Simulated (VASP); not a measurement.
Write the native input for VASP 6.6.1 that does the following.

* Task: single point
* Functional: r2SCAN
* Potentials or basis: VASP PAW PBE potentials, release 64 (Ge_d)
* Cutoff: 520 eV
* k mesh: 3 × 3 × 3
* Occupations: fermi-dirac, width 0.05 eV
* Spin: no spin polarisation
* Dipole correction: no
* Further INCAR settings: ALGO = Normal; EDIFF = 1e-07; NBANDS = 21

Ge:

```
Ge
1.0
     0.00000    2.83601    2.83601
     2.83601    0.00000    2.83601
     2.83601    2.83601    0.00000
Ge
2
Direct
  0.50000 0.50000 0.50000
  0.75000 0.75000 0.75000
```

The input as run:

POSCAR

```
Ge
1.0
    0.0000000000      2.8360149687      2.8360149687
    2.8360149687      0.0000000000      2.8360149687
    2.8360149687      2.8360149687      0.0000000000
Ge
2
Direct
    0.5000000000      0.5000000000      0.5000000000
    0.7500000000      0.7500000000      0.7500000000
```

INCAR.step1

```
  PREC = Accurate
  ENCUT = 520
  ISMEAR = -1
  SIGMA = 0.05
  LREAL = False
  LASPH = True
  NELM = 80
  NBANDS = 21
  GGA = PE
  ALGO = Normal
  EDIFF = 1E-4
  LWAVE = True
  LCHARG = False
```

INCAR.step2

```
  PREC = Accurate
  ENCUT = 520
  EDIFF = 1E-7
  ISMEAR = -1
  SIGMA = 0.05
  LREAL = False
  LASPH = True
  NELM = 80
  ALGO = Normal
  ISIF = 2
  LWAVE = False
  LCHARG = False
  METAGGA = R2SCAN
  LMIXTAU = True
  NBANDS = 21
  ISTART = 1
```

KPOINTS

```
Automatic mesh
0
Gamma
  3 3 3
```

Potentials or basis: VASP PAW PBE potentials, release 64 (Ge_d).

Run with:

```console
$ cat potpaw_PBE.64/Ge_d/POTCAR > POTCAR
$ cp INCAR.step1 INCAR
$ mpirun -np 1 vasp_std > vasp.out
$ cp INCAR.step2 INCAR
$ mpirun -np 1 vasp_std > vasp.out
```

It gave:

* Pressure: 1.1 GPa
* Band gap on the k mesh: 0.35 eV

Caveat: the k points lie up to 0.64 Å⁻¹ apart; the PAW data sets were made with another functional, which shifts forces and pressure a little; an odd mesh through Γ misses points on the zone boundary, where band edges can lie.

Run time: 72 s on 1 thread of Intel Xeon 8259CL (shared host), peak memory 0.17 GiB.
